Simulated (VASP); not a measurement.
# TiO2 (P4_2/mnm) in VASP: further runs

Runs on TiO2. Level: LDA. Tasks: single point.

Everything below comes from runs of VASP 6.6.1. Logs are shortened: lines on timing, memory, paths and dates and some standing lists are left out, and cuts for length are marked.

## Step 1: The cell of the first run

The structure is tetragonal, space group P4_2/mnm (No. 136). Conventional cell: a = 4.660 Å, b = 4.660 Å, c = 2.998 Å, α = 90.00°, β = 90.00°, γ = 90.00°. Within 2.6 Å of Ti (site symmetry mmm) lie 6 O at 1.98 to 2.01 Å. Within 2.6 Å of O (site symmetry m2m) lie 3 Ti at 1.98 to 2.01 Å and 1 O at 2.58 Å.

## Step 2: Single point, LDA

INCAR reads:

```
SYSTEM = TiO2
ALGO = Normal
EDIFF = 1E-6
ENCUT = 520
GGA = CA
ISIF = 2
ISMEAR = -1
LASPH = .TRUE.
LCHARG = .FALSE.
LREAL = .FALSE.
LWAVE = .FALSE.
NBANDS = 33
NELM = 80
PREC = Accurate
SIGMA = 0.05
```

KPOINTS reads:

```
k-points
0
G
  6 6 9
  0 0 0
```

POSCAR reads:

```
TiO2
1.0
    4.6603684408      0.0000000000      0.0000000000
    0.0000000000      4.6603684408      0.0000000000
    0.0000000000      0.0000000000      2.9981550462
Ti O
2 4
Direct
    0.0000000000      0.0000000000      0.5000000000
    0.5000000000      0.5000000000      0.0000000000
    0.3043213200      0.3043213200      0.5000000000
    0.1956786800      0.8043213200      0.0000000000
    0.8043213200      0.1956786800      0.0000000000
    0.6956786800      0.6956786800      0.5000000000
```

Potentials or basis: VASP PAW LDA potentials, release 64 (Ti_sv, O).

Run with:

```sh
> cat potpaw_LDA.64/Ti_sv/POTCAR potpaw_LDA.64/O/POTCAR > POTCAR
> mpirun -np 1 vasp_std > vasp.out
```

OUTCAR:

```text
SYSTEM = TiO2
   EDIFF = 1E-6
   ENCUT = 520
   GGA = CA
   ISIF = 2
   ISMEAR = -1
   LASPH = .TRUE.
   LREAL = .FALSE.
   NELM = 80
   PREC = Accurate

 ion  position               nearest neighbor table
   1  0.000  0.000  0.500-   4 1.98   5 1.98   4 1.98   5 1.98   3 2.01   6 2.01
   2  0.500  0.500  0.000-   3 1.98   6 1.98   3 1.98   6 1.98   5 2.01   4 2.01
   3  0.304  0.304  0.500-   2 1.98   2 1.98   1 2.01
   4  0.196  0.804  0.000-   1 1.98   1 1.98   2 2.01
   5  0.804  0.196  0.000-   1 1.98   1 1.98   2 2.01
   6  0.696  0.696  0.500-   2 1.98   2 1.98   1 2.01

  LATTYP: Found a simple tetragonal cell.
 ALAT       =     4.6603684408
 C/A-ratio  =     0.6433300466

  Lattice vectors:

 A1 = (   4.6603684408,   0.0000000000,   0.0000000000)
 A2 = (   0.0000000000,   4.6603684408,   0.0000000000)
 A3 = (   0.0000000000,   0.0000000000,   2.9981550462)

Analysis of symmetry for initial positions (statically):
=====================================================================
 Subroutine PRICEL returns:
 Original cell was already a primitive cell.

 Routine SETGRP: Setting up the symmetry group for a
 simple tetragonal supercell.

 Subroutine GETGRP returns: Found 16 space group operations
 (whereof  8 operations were pure point group operations)
 out of a pool of 16 trial point group operations.

The static configuration has the point symmetry D_2h.
 The point group associated with its full space group is D_4h.

Analysis of symmetry for dynamics (positions and initial velocities):
=====================================================================
 Subroutine PRICEL returns:
 Original cell was already a primitive cell.

 Routine SETGRP: Setting up the symmetry group for a
 simple tetragonal supercell.

 Subroutine GETGRP returns: Found 16 space group operations
 (whereof  8 operations were pure point group operations)
 out of a pool of 16 trial point group operations.

The dynamic configuration has the point symmetry D_2h.
 The point group associated with its full space group is D_4h.

 Subroutine INISYM returns: Found 16 space group operations
 (whereof  8 operations are pure point group operations),
 and found     1 'primitive' translations

----------------------------------------------------------------------------------------

                                     Primitive cell

  volume of cell :      65.1170

  direct lattice vectors                    reciprocal lattice vectors
[... 97 lines left out ...]
   EDIFFG = 0.1E-04   stopping-criterion for IOM
   NSW    =      0    number of steps for IOM
   IBRION =     -1    ionic relax: 0-MD 1-quasi-New 2-CG
   NFREE  =      0    steps in history (QN), initial steepest desc. (CG)
   ISIF   =      2    stress and relaxation
   ISYM   =      2    0-nonsym 1-usesym 2-fastsym
   POTIM  = 0.5000    time-step for ionic-motion
   TEBEG  =    0.0;   TEEND  =   0.0 temperature during run
   PSTRESS=    0.0 pullay stress
   NELECT =      48.0000    total number of electrons
   NUPDOWN=      -1.0000    fix difference up-down
   EMIN   =  10.00;   EMAX   =-10.00  energy-range for DOS
   EFERMI =   0.00;   METHOD = LEGACY
   ISMEAR =    -1;   SIGMA  =   0.05  broadening in eV -4-tet -1-fermi 0-gaus
   EFERMI_NEDOS =   21; number of points for ismear=-14 and -15
   IALGO  =     38    algorithm
   IMIX   =      4    mixing-type and parameters
     AMIX     =   0.40;   BMIX     =  1.00
     AMIX_MAG =   1.60;   BMIX_MAG =  1.00
  volume/ion in A,a.u.               =      10.85        73.24
  Fermi-wavevector in a.u.,A,eV,Ry     =   1.478849  2.794619 29.755848  2.186993
  Thomas-Fermi vector in A             =   2.593079
   LORBIT       =      0    0 simple, 1 ext, 2 COOP (PROOUT), +10 PAW based schemes
   GGA     = CA    functional components
   LHFCALC =     F    Hartree Fock is set to
   AEXX    =    0.0000 exact exchange contribution
   IVDW    =     0    specifies the selected vdW correction
   LEPSILON=     F    determine dielectric tensor
   LRPA    =     F    only Hartree local field effects (RPA)
 non-spin polarized calculation
  energy-cutoff  :      520.00
  volume of cell :       65.12
 maximum number of plane-waves:      1787
 NGX is ok and might be reduce to    36
   NGX = 17   NGY = 17   NGZ = 11

 number of electron      48.0000015 magnetization

 Free energy of the ion-electron system (eV)
  ---------------------------------------------------
  ext. energy  EPLUGINS =         0.00000000
  ---------------------------------------------------
  free energy    TOTEN  =       -58.54649923 eV

  energy without entropy =      -58.54649923  energy(sigma->0) =      -58.54649923

 E-fermi :   4.9362     XC(G=0): -11.7729

 val. band max:        4.1318941264   @ k =   0.0000   0.0000   0.0000
 cond. band min:       5.7928800372   @ k =   0.0000   0.0000   0.0000
 fundamental gap:      1.6609859108
 Fermi energy:         4.9362127594

 k-point     1 :       0.0000    0.0000    0.0000
  band No.  band energies     occupation
      1     -52.2068      2.00000
      2     -52.1920      2.00000
      3     -28.8747      2.00000
      4     -28.8747      2.00000
      5     -28.7326      2.00000
      6     -28.7326      2.00000
[... 853 lines left out ...]
     32       9.0435      0.00000
     33      10.3172      0.00000

 [... further k-points ...]

------------------------ aborting loop because EDIFF is reached ----------------------------------------

  FORCE on cell =-STRESS in cart. coord.  units (eV):
  Direction    XX          YY          ZZ          XY          YZ          ZX
  --------------------------------------------------------------------------------------
  -------------------------------------------------------------------------------------
  Total       -5.8682350     -5.8682350     -7.7915735      0.0000000      0.0000000      0.0000000
  in kB     -144.3854696   -144.3854696   -191.7084076      0.0000000      0.0000000      0.0000000
  external PRESSURE =    -160.1597823 kB  Pullay stress =       0.0000000 kB

 VOLUME and BASIS-vectors are now :
 -----------------------------------------------------------------------------
  energy-cutoff  :      520.00
  volume of cell :       65.12
      direct lattice vectors                 reciprocal lattice vectors
     4.660368441  0.000000000  0.000000000     0.214575309  0.000000000  0.000000000
     0.000000000  4.660368441  0.000000000     0.000000000  0.214575309  0.000000000
     0.000000000  0.000000000  2.998155046     0.000000000  0.000000000  0.333538454

 POSITION                                       TOTAL-FORCE (eV/Angst)
 -----------------------------------------------------------------------------------
      0.00000      0.00000      1.49908        -0.000000      0.000000     -0.000000
      2.33018      2.33018      0.00000        -0.000000      0.000000     -0.000000
      1.41825      1.41825      1.49908         0.191344      0.191344     -0.000000
      0.91193      3.74843      0.00000        -0.191344      0.191344     -0.000000
      3.74843      0.91193      0.00000         0.191344     -0.191344     -0.000000
      3.24212      3.24212      1.49908        -0.191344     -0.191344      0.000000
 -----------------------------------------------------------------------------------
    total drift:                                0.000000      0.000000      0.000000

  FREE ENERGIE OF THE ION-ELECTRON SYSTEM (eV)
  ---------------------------------------------------
  free  energy   TOTEN  =       -58.5464992293 eV

  energy  without entropy=      -58.5464992261  energy(sigma->0) =      -58.54649923
```

OSZICAR:

```text
N       E                     dE             d eps       ncg     rms          rms(c)
DAV:   1     0.649562466119E+03    0.64956E+03   -0.24270E+04  3300   0.170E+03
DAV:   2     0.254957595029E+02   -0.62407E+03   -0.58039E+03  3606   0.515E+02
DAV:   3    -0.700966775819E+02   -0.95592E+02   -0.93745E+02  4528   0.188E+02
DAV:   4    -0.757257243344E+02   -0.56290E+01   -0.56170E+01  4773   0.434E+01
DAV:   5    -0.759798917623E+02   -0.25417E+00   -0.25413E+00  4381   0.723E+00    0.296E+01
DAV:   6    -0.595205023222E+02    0.16459E+02   -0.77881E+01  4342   0.859E+01    0.124E+01
DAV:   7    -0.590778180353E+02    0.44268E+00   -0.15379E+01  4214   0.356E+01    0.878E+00
DAV:   8    -0.589353477586E+02    0.14247E+00   -0.51879E-01  3919   0.506E+00    0.740E+00
DAV:   9    -0.588097369586E+02    0.12561E+00   -0.19531E+00  4325   0.155E+01    0.465E+00
DAV:  10    -0.585583583370E+02    0.25138E+00   -0.11817E+00  4134   0.977E+00    0.950E-01
DAV:  11    -0.585478060563E+02    0.10552E-01   -0.54978E-02  4047   0.190E+00    0.454E-01
DAV:  12    -0.585483944981E+02   -0.58844E-03   -0.62215E-03  3762   0.851E-01    0.356E-01
DAV:  13    -0.585465609489E+02    0.18335E-02   -0.36311E-03  4558   0.514E-01    0.821E-02
DAV:  14    -0.585465464850E+02    0.14464E-04   -0.25443E-04  4357   0.106E-01    0.577E-02
DAV:  15    -0.585465026366E+02    0.43848E-04   -0.88554E-05  4682   0.749E-02    0.163E-02
DAV:  16    -0.585464999839E+02    0.26527E-05   -0.10373E-05  4354   0.226E-02    0.764E-03
DAV:  17    -0.585464992293E+02    0.75455E-06   -0.96417E-07  2577   0.113E-02
   1 F= -.58546499E+02 E0= -.58546499E+02  d E =-.324165E-08
```

It took 40 s on 1 thread of Intel Xeon 6975P-C (Granite Rapids), shared host; peak memory 0.2 GiB.

Results:

```
Free energy            : -58.5465 eV
Pressure               : -16.0 GPa
Largest force          : 0.271 eV/Å
Band gap on the k mesh : 1.66 eV
```

Forces in eV/Å, atoms in the order of the input:
```
Ti   0.000  0.000  0.000
Ti   0.000  0.000  0.000
O    0.191  0.191  0.000
O   -0.191  0.191  0.000
O    0.191 -0.191  0.000
O   -0.191 -0.191  0.000
```

Caveat: the cell stands under tension; an odd mesh through Γ misses points on the zone boundary, where band edges can lie.

## Step 3: Single point, LDA

This run uses another cell than the first one, of 11.06 Å³/atom.

INCAR reads:

```
  PREC = Accurate
  ENCUT = 520
  EDIFF = 1E-6
  ISMEAR = -1
  SIGMA = 0.05
  LREAL = False
  LASPH = True
  NELM = 100
  ALGO = Normal
  ISIF = 2
  LWAVE = False
  LCHARG = False
  GGA = CA
  NBANDS = 33
```

KPOINTS reads:

```
Automatic mesh
0
Gamma
  6 6 9
```

Changes to POSCAR since step 2:

```diff
@@ -2,5 +2,5 @@
 1.0
-    4.6603684408      0.0000000000      0.0000000000
-    0.0000000000      4.6603684408      0.0000000000
-    0.0000000000      0.0000000000      2.9981550462
+    4.6900531165      0.0000000000      0.0000000000
+    0.0000000000      4.6900531165      0.0000000000
+    0.0000000000      0.0000000000      3.0172520901
 Ti O
```

Potentials or basis: VASP PAW LDA potentials, release 64 (Ti_sv, O).

Run with:

```sh
> cat potpaw_LDA.64/Ti_sv/POTCAR potpaw_LDA.64/O/POTCAR > POTCAR
> mpirun -np 1 vasp_std > vasp.out
```

It took 39 s on 1 thread of Intel Xeon 6975P-C (Granite Rapids), shared host; peak memory 0.2 GiB.

It converged, with:

- Free energy: -58.4093 eV
- Pressure: -19.5 GPa
- Largest force: 0.348 eV/Å
- Band gap on the k mesh: 1.62 eV

Forces on the atoms (eV/Å):
```
Ti   0.000  0.000  0.000
Ti   0.000  0.000  0.000
O    0.246  0.246  0.000
O   -0.246  0.246  0.000
O    0.246 -0.246  0.000
O   -0.246 -0.246  0.000
```

Stress tensor (GPa, compression positive):
```
-17.60   0.00   0.00
  0.00 -17.60   0.00
  0.00   0.00 -23.21
```

Levels at points of the mesh, in eV from the valence-band top:
```csv
k point,band 22,band 23,band 24,band 25,band 26,band 27
"(0.00, 0.00, 0.00)",-0.46,-0.46,0.00,1.62,1.85,2.12
"(0.50, 0.00, 0.00)",-1.62,-0.70,-0.70,2.22,2.22,2.69
"(0.50, 0.50, 0.00)",-1.30,-1.09,-1.09,1.64,1.64,2.23
```

Caveat: the cell stands under tension; an odd mesh through Γ misses points on the zone boundary, where band edges can lie.
